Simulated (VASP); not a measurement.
# NbBr3 (Fm-3m) in VASP: relaxation of cell and atoms with PBE

Aim: the relaxation of cell and atoms of NbBr3 with PBE.

Everything below comes from runs of VASP 6.6.1. Logs are shortened: lines on timing, memory, paths and dates and some standing lists are left out, and cuts for length are marked.

### 1 The cell of the first run

The structure is cubic, space group Fm-3m (No. 225). Conventional cell: a = 8.273 Å, b = 8.273 Å, c = 8.273 Å, α = 90.00°, β = 90.00°, γ = 90.00°. Within 4.7 Å of Nb (site symmetry m-3m) lie 14 Br at 3.58 to 4.14 Å. Within 4.7 Å of Br (site symmetry -43m) lie 4 Nb at 3.58 Å and 10 Br at 3.58 to 4.14 Å. Br (site symmetry m-3m) has 8 Br at 3.58 Å and 6 Nb at 4.14 Å within 4.7 Å.

The cell was built from a structure type or drawn by symmetry, and may not be a known phase.

### 2 Relaxation of cell and atoms, PBE, collinear spin

The input, INCAR:

```
PREC     = Accurate       # precision mode
ENCUT    = 600            # plane-wave cutoff, eV
EDIFF    = 1E-6           # SCF threshold, eV
ISMEAR   = 0              # smearing method
SIGMA    = 0.1            # smearing width, eV
LREAL    = False          # projectors in reciprocal space
LASPH    = True           # aspherical terms in the spheres
NELM     = 150            # most SCF steps
ALGO     = Normal         # electronic algorithm
ISIF     = 3              # what is computed and relaxed
LWAVE    = False          # write WAVECAR
LCHARG   = False          # write CHGCAR
ISPIN    = 2              # spin polarisation
MAGMOM   = 1.98 -0.11 -0.11 0 # initial moments
LORBIT   = 11             # projections on sites
LMAXMIX  = 4              # l up to which the mixer works
GGA      = PE             # functional
IBRION   = 2              # ionic algorithm
NSW      = 90             # ionic steps
EDIFFG   = -0.04          # ionic threshold
```

The input, KPOINTS:

```
Automatic mesh
0
Gamma
  4 4 4
```

The input, POSCAR:

```
NbBr3
1.0
    0.0000000000      4.1366142900      4.1366142900
    4.1366142900      0.0000000000      4.1366142900
    4.1366142900      4.1366142900      0.0000000000
Nb Br
1 3
Direct
    0.5000000000      0.5000000000      0.5000000000
    0.2500000000      0.2500000000      0.2500000000
    0.7500000000      0.7500000000      0.7500000000
    0.0000000000      0.0000000000      0.0000000000
```

Potentials or basis: VASP PAW PBE potentials, release 64 (Nb_sv, Br).

Started as:

```
cat potpaw_PBE.64/Nb_sv/POTCAR potpaw_PBE.64/Br/POTCAR > POTCAR
mpirun -np 1 vasp_std > vasp.out
```

OUTCAR:

```text
PREC = Accurate
   ENCUT = 600
   EDIFF = 1E-6
   ISMEAR = 0
   LREAL = False
   LASPH = True
   NELM = 150
   ISIF = 3
   ISPIN = 2
   LORBIT = 11
   GGA = PE
   IBRION = 2
   NSW = 90
   EDIFFG = -0.04

 ion  position               nearest neighbor table
   1  0.500  0.500  0.500-
   2  0.250  0.250  0.250-
   3  0.750  0.750  0.750-
   4  0.000  0.000  0.000-

  LATTYP: Found a face centered cubic cell.
 ALAT       =     8.2732285800

  Lattice vectors:

 A1 = (   0.0000000000,   4.1366142900,   4.1366142900)
 A2 = (   4.1366142900,   0.0000000000,   4.1366142900)
 A3 = (   4.1366142900,   4.1366142900,   0.0000000000)

Analysis of symmetry for initial positions (statically):
=====================================================================
 Subroutine PRICEL returns:
 Original cell was already a primitive cell.

 Routine SETGRP: Setting up the symmetry group for a
 face centered cubic supercell.

 Subroutine GETGRP returns: Found 48 space group operations
 (whereof 48 operations were pure point group operations)
 out of a pool of 48 trial point group operations.

The static configuration has the point symmetry O_h .

Analysis of symmetry for dynamics (positions and initial velocities):
=====================================================================
 Subroutine PRICEL returns:
 Original cell was already a primitive cell.

 Routine SETGRP: Setting up the symmetry group for a
 face centered cubic supercell.

 Subroutine GETGRP returns: Found 48 space group operations
 (whereof 48 operations were pure point group operations)
 out of a pool of 48 trial point group operations.

The dynamic configuration has the point symmetry O_h .

Analysis of structural, dynamic, and magnetic symmetry:
=====================================================================
 Subroutine PRICEL returns:
 Original cell was already a primitive cell.

 Routine SETGRP: Setting up the symmetry group for a
 face centered cubic supercell.

 Subroutine GETGRP returns: Found 48 space group operations
 (whereof 48 operations were pure point group operations)
 out of a pool of 48 trial point group operations.

The overall configuration has the point symmetry O_h .

 Subroutine INISYM returns: Found 48 space group operations
 (whereof 48 operations are pure point group operations),
 and found     1 'primitive' translations

----------------------------------------------------------------------------------------

                                     Primitive cell

  volume of cell :     141.5680

  direct lattice vectors                    reciprocal lattice vectors
     0.000000000  4.136614290  4.136614290    -0.120871796  0.120871796  0.120871796
     4.136614290  0.000000000  4.136614290     0.120871796 -0.120871796  0.120871796
     4.136614290  4.136614290  0.000000000     0.120871796  0.120871796 -0.120871796

  length of vectors
     5.850056031  5.850056031  5.850056031     0.209356092  0.209356092  0.209356092

  position of ions in fractional coordinates (direct lattice)
     0.500000000  0.500000000  0.500000000
     0.250000000  0.250000000  0.250000000
     0.750000000  0.750000000  0.750000000
     0.000000000  0.000000000  0.000000000

  ion indices of the primitive-cell ions
   primitive index   ion index
                 1           1
                 2           2
                 3           3
                 4           4

----------------------------------------------------------------------------------------

 KPOINTS: Automatic mesh

Automatic generation of k-mesh.
 Grid dimensions read from file:
 generate k-points for:    4    4    4

 Generating k-lattice:

  Cartesian coordinates                     Fractional coordinates (reciprocal lattice)
    -0.030217949  0.030217949  0.030217949     0.250000000  0.000000000  0.000000000
     0.030217949 -0.030217949  0.030217949     0.000000000  0.250000000  0.000000000
     0.030217949  0.030217949 -0.030217949     0.000000000  0.000000000  0.250000000

  Length of vectors
     0.052339023  0.052339023  0.052339023

  Shift w.r.t. Gamma in fractional coordinates (k-lattice)
     0.000000000  0.000000000  0.000000000

 Subroutine IBZKPT returns following result:
 ===========================================

 Found      8 irreducible k-points:

 Following reciprocal coordinates:
            Coordinates               Weight
  0.000000  0.000000  0.000000      1.000000
  0.250000  0.000000  0.000000      8.000000
  0.500000  0.000000  0.000000      4.000000
  0.250000  0.250000  0.000000      6.000000
  0.500000  0.250000  0.000000     24.000000
 -0.250000  0.250000  0.000000     12.000000
  0.500000  0.500000  0.000000      3.000000
 -0.250000  0.500000  0.250000      6.000000
   k-points           NKPTS =      8   k-points in BZ     NKDIM =      8   number of bands    NBANDS=     22
   number of dos      NEDOS =    301   number of ions     NIONS =      4
   total plane-waves  NPLWV = 110592
   dimension x,y,z NGX =    48 NGY =   48 NGZ =   48
   dimension x,y,z NGXF=    96 NGYF=   96 NGZF=   96
   ions per type =               1   3
   NGX,Y,Z   is equivalent  to a cutoff of  13.64, 13.64, 13.64 a.u.
   NGXF,Y,Z  is equivalent  to a cutoff of  27.28, 27.28, 27.28 a.u.
 SYSTEM =  unknown system
   PREC   = accura    normal or accurate (medium, high low for compatibility)
   ISTART =      0    job   : 0-new  1-cont  2-samecut
   ICHARG =      2    charge: 1-file 2-atom 10-const
   ISPIN  =      2    spin polarized calculation?
   LNONCOLLINEAR =      F non collinear calculations
   LSORBIT =      F    spin-orbit coupling
   LASPH  =      T    aspherical Exc in radial PAW
   ENCUT  =  600.0 eV  44.10 Ry    6.64 a.u.  11.68 11.68 11.68*2*pi/ulx,y,z
   NELM   =    150;   NELMIN=  2; NELMDL= -5     # of ELM steps
   EDIFF  = 0.1E-05   stopping-criterion for ELM
   LREAL  =      F    real-space projection
   EDIFFG = -.4E-01   stopping-criterion for IOM
   NSW    =     90    number of steps for IOM
   IBRION =      2    ionic relax: 0-MD 1-quasi-New 2-CG
   NFREE  =      1    steps in history (QN), initial steepest desc. (CG)
   ISIF   =      3    stress and relaxation
   ISYM   =      2    0-nonsym 1-usesym 2-fastsym
   POTIM  = 0.5000    time-step for ionic-motion
   TEBEG  =    0.0;   TEEND  =   0.0 temperature during run
   PSTRESS=    0.0 pullay stress
   NELECT =      34.0000    total number of electrons
   NUPDOWN=      -1.0000    fix difference up-down
   EMIN   =  10.00;   EMAX   =-10.00  energy-range for DOS
   EFERMI =   0.00;   METHOD = LEGACY
   ISMEAR =     0;   SIGMA  =   0.10  broadening in eV -4-tet -1-fermi 0-gaus
   EFERMI_NEDOS =   21; number of points for ismear=-14 and -15
   IALGO  =     38    algorithm
   IMIX   =      4    mixing-type and parameters
     AMIX     =   0.40;   BMIX     =  1.00
     AMIX_MAG =   1.60;   BMIX_MAG =  1.00
  volume/ion in A,a.u.               =      35.39       238.84
  Fermi-wavevector in a.u.,A,eV,Ry     =   1.017605  1.922996 14.089118  1.035521
  Thomas-Fermi vector in A             =   2.151016
   LORBIT       =     11    0 simple, 1 ext, 2 COOP (PROOUT), +10 PAW based schemes
   GGA     = PE    functional components
   LHFCALC =     F    Hartree Fock is set to
   AEXX    =    0.0000 exact exchange contribution
   IVDW    =     0    specifies the selected vdW correction
   LEPSILON=     F    determine dielectric tensor
   LRPA    =     F    only Hartree local field effects (RPA)
 conjugate gradient relaxation of ions
 spin polarized calculation
 Gauss-broadening in eV      SIGMA  =   0.10
  energy-cutoff  :      600.00
  volume of cell :      141.57
 maximum number of plane-waves:      4766
 NGX is ok and might be reduce to    48
   NGX = 23   NGY = 23   NGZ = 23

--------------------------------------- Ionic step        1  -------------------------------------------

 number of electron      33.9999999 magnetization       2.0000305

 Free energy of the ion-electron system (eV)
  ---------------------------------------------------
  ext. energy  EPLUGINS =         0.00000000
  ---------------------------------------------------
  free energy    TOTEN  =       -12.19753895 eV

  energy without entropy =      -12.17141278  energy(sigma->0) =      -12.18447586

------------------------ aborting loop because EDIFF is reached ----------------------------------------

  FORCE on cell =-STRESS in cart. coord.  units (eV):
  Direction    XX          YY          ZZ          XY          YZ          ZX
  --------------------------------------------------------------------------------------
  -------------------------------------------------------------------------------------
  Total       -6.9347241     -6.9347241     -6.9347241      0.0000000      0.0000000      0.0000000
  in kB      -78.4828359    -78.4828359    -78.4828359      0.0000000      0.0000000      0.0000000
  external PRESSURE =     -78.4828359 kB  Pullay stress =       0.0000000 kB
[... 23 lines left out ...]
  energy  without entropy=      -12.1714127825  energy(sigma->0) =      -12.18447586

--------------------------------------- Ionic step        2  -------------------------------------------

 number of electron      33.9999999 magnetization       2.0000000

 E-fermi :   3.4805     XC(G=0):  -9.4188

 val. band max:        3.4446239867   @ k =  -0.2500   0.5000   0.2500
 cond. band min:       3.5036047218   @ k =   0.5000   0.0000   0.0000
 fundamental gap:      0.0589807351
 Fermi energy:         3.4805050684

 spin component 1

 k-point     1 :       0.0000    0.0000    0.0000
  band No.  band energies     occupation
      1     -53.2079      1.00000
      2     -29.2680      1.00000
      3     -29.2680      1.00000
      4     -29.2680      1.00000
      5     -11.9167      1.00000
      6     -10.9449      1.00000
[... 503 lines left out ...]
  energy  without entropy=      -14.2408197384  energy(sigma->0) =      -14.24639542

--------------------------------------- Ionic step        5  -------------------------------------------

 number of electron      34.0000001 magnetization       2.0000000

 Free energy of the ion-electron system (eV)
  ---------------------------------------------------
  ext. energy  EPLUGINS =         0.00000000
  ---------------------------------------------------
  free energy    TOTEN  =       -14.25353208 eV

  energy without entropy =      -14.24232294  energy(sigma->0) =      -14.24792751

 E-fermi :   5.7959     XC(G=0): -10.3165

 val. band max:        5.7803202497   @ k =   0.5000   0.0000   0.0000
 cond. band min:       5.9447604723   @ k =   0.5000   0.2500   0.0000
 fundamental gap:      0.1644402226
 Fermi energy:         5.7958602232

 spin component 1

 k-point     1 :       0.0000    0.0000    0.0000
  band No.  band energies     occupation
      1     -50.8784      1.00000
      2     -26.9481      1.00000
      3     -26.9481      1.00000
      4     -26.9481      1.00000
      5     -11.0287      1.00000
      6      -9.3591      1.00000
[... 423 lines left out ...]
  FREE ENERGIE OF THE ION-ELECTRON SYSTEM (eV)
  ---------------------------------------------------
  free  energy   TOTEN  =       -14.2535320847 eV

  energy  without entropy=      -14.2423229440  energy(sigma->0) =      -14.24792751

 reached required accuracy - stopping structural energy minimisation

 total charge

# of ion       s       p       d       tot
------------------------------------------
    1        2.079   5.921   2.352  10.353
    2        1.633   3.128   0.041   4.802
    3        1.633   3.128   0.041   4.802
    4        1.635   3.224   0.029   4.888
--------------------------------------------------
tot          6.980  15.402   2.463  24.845

 magnetization (x)

# of ion       s       p       d       tot
------------------------------------------
    1        0.017   0.011   1.665   1.693
    2       -0.001  -0.100   0.004  -0.097
    3       -0.001  -0.100   0.004  -0.097
    4        0.003  -0.011   0.004  -0.004
--------------------------------------------------
tot          0.017  -0.200   1.677   1.494
```

Run time: 9 min. Hardware: 1 thread of Intel Xeon Platinum 8259CL at 2.50GHz (Skylake/Cascade Lake), shared host; peak memory 0.43 GiB.

Results:

```
Free energy                                           : -14.2535 eV
Relaxed volume                                        : 22.58 Å³/atom
Relaxed cell                                          : a = 5.036 Å, b = 5.036 Å, c = 5.036 Å, α = 60.00°, β = 60.00°, γ = 60.00°
Space group after relaxing (to 0.1 Å)                 : Fm-3m (No. 225)
Energy gained by relaxing                             : 514.0 meV/atom
Ionic steps                                           : 5
Pressure after relaxing                               : 0.0 GPa
Band gap on the k mesh                                : zero (filled and empty bands overlap)
Net moment                                            : 2.00 μB per cell
Site moments                                          : Nb +1.69; Br -0.10, -0.00 (each value once) μB
Valence electrons inside the program's atomic spheres : Nb 10.35; Br 4.80, 4.89 (each value once)
```

Step by step:
```csv
step,energy change (eV),largest force (eV/Å),pressure (GPa),volume (Å³)
1,0.0000,0.0000,-7.85,141.57
2,-1.5857,0.0000,-6.68,108.93
3,-2.0456,0.0000,-1.38,92.66
4,-2.0544,0.0000,0.57,89.41
5,-2.0560,0.0000,-0.01,90.34
```

Final structure:
```
CELL_PARAMETERS angstrom
0.00000 3.56131 3.56131
3.56131 0.00000 3.56131
3.56131 3.56131 0.00000
ATOMIC_POSITIONS crystal
Nb 0.50000 0.50000 0.50000
Br 0.25000 0.25000 0.25000
Br 0.75000 0.75000 0.75000
Br 0.00000 0.00000 0.00000
```

Levels at points of the mesh, in eV from the Fermi level:
Spin up:
| k point | band 15 | band 16 | band 17 | band 18 | band 19 | band 20 | band 21 | band 22 |
| --- | --- | --- | --- | --- | --- | --- | --- | --- |
| (0.00, 0.00, 0.00) | -1.74 | -1.74 | -1.37 | -1.37 | 1.16 | 1.16 | 1.16 | 1.50 |
| (0.50, 0.00, 0.00) | -2.13 | -1.08 | -0.07 | -0.07 | -0.02 | 1.31 | 1.31 | 3.47 |
| (0.50, 0.50, 0.00) | -1.01 | -0.99 | -0.68 | -0.68 | -0.32 | 0.48 | 0.48 | 3.15 |
Spin down:
```csv
k point,band 12,band 13,band 14,band 15,band 16,band 17,band 18,band 19,band 20,band 21
"(0.00, 0.00, 0.00)",-4.03,-4.03,-1.70,-1.70,-1.70,0.44,0.44,2.07,2.07,2.07
"(0.50, 0.00, 0.00)",-4.08,-3.52,-1.70,-1.70,-0.99,0.90,1.74,1.74,2.06,2.06
"(0.50, 0.50, 0.00)",-3.09,-2.50,-2.29,-0.71,-0.71,0.68,0.85,1.03,1.31,1.31
```

Caveat: the volume moved by over 15 % at a fixed basis, so the end points are rough.
